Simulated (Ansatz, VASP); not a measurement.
## Cu: VASP beside Ansatz

Contents of INCAR:

```
SYSTEM = Cu
PREC = Accurate
ENCUT = 520
EDIFF = 1E-7
ISMEAR = 0
SIGMA = 0.1
LREAL = .FALSE.
LASPH = .TRUE.
NELM = 100
ALGO = Fast
ISIF = 2
LWAVE = .FALSE.
LCHARG = .FALSE.
GGA = PE
NBANDS = 24
```

The input KPOINTS:

```
Automatic mesh
0
G
  9 9 15
  0 0 0
```

The input POSCAR:

```
Cu
1.0
    4.2141842580      0.0000000000     -0.0137042634
   -2.1070921290      3.6496099209      0.0068521317
   -1.4119944592      0.0000000000      2.1803331560
Cu
3
Direct
    0.3333333333      0.6666666667      0.0000000000
    0.0000000000      0.0000000000      0.0000000000
    0.6666666667      0.3333333333      0.0000000000
```

Input for Ansatz:

```yaml
crystal:
  lattice:
    - [4.214184258, 0.0, -0.0137042634]
    - [-2.107092129, 3.6496099209, 0.0068521317]
    - [-1.4119944592, 0.0, 2.180333156]
  atoms:
    - { symbol: Cu, position: [0.3333333333, 0.6666666667, 0.0] }
    - { symbol: Cu, position: [0.0, 0.0, 0.0] }
    - { symbol: Cu, position: [0.6666666667, 0.3333333333, 0.0] }
basis:
  ecutwfc: 420
kpoints:
  mp_grid: { grid: [9, 9, 15] }
hamiltonian:
  xc: pbe
scf:
  occupations: { method: gaussian, width: 0.1 }
output:
  forces: true
  stress: true
  eigenvalues: true
  write_density: true
  write_potential: true
  elf: true
  volumetric_format: npy
```

Change from the starting cell: band edges of the strained film's bulk.

Alike in both runs: task single point; functional PBE; k mesh 9 × 9 × 15; occupations gaussian, width 0.1 eV; no spin polarisation.

```csv
,VASP,Ansatz
version,VASP 6.6.1,Ansatz 0.2.0
potentials or method,"VASP PAW PBE potentials, release 64 (Cu), cutoff 520 eV","scalar-relativistic, plane waves, PAW"
valence electrons in the cell,33,57
```

Ansatz gave:

| Quantity | Value |
| --- | --- |
| gap on the k mesh at the Fermi level (eV) | none |
| pressure (GPa) | 13.4 |
| traceless stress, the component that is largest in VASP (GPa) | -13.41 |

Task: Which values does VASP return?

Result: gap on the k mesh at the Fermi level (eV): none; pressure (GPa): 14.0; traceless stress, the component that is largest in VASP (GPa): -13.39.

A gap of «none» marks a metal or a gap that the smearing closes. With one functional, cell and mesh, what is left measures potentials, basis and numerics. VASP's potentials hold 33 valence electrons a cell and Ansatz's 57, so a difference there can come from the potentials and not from the codes.
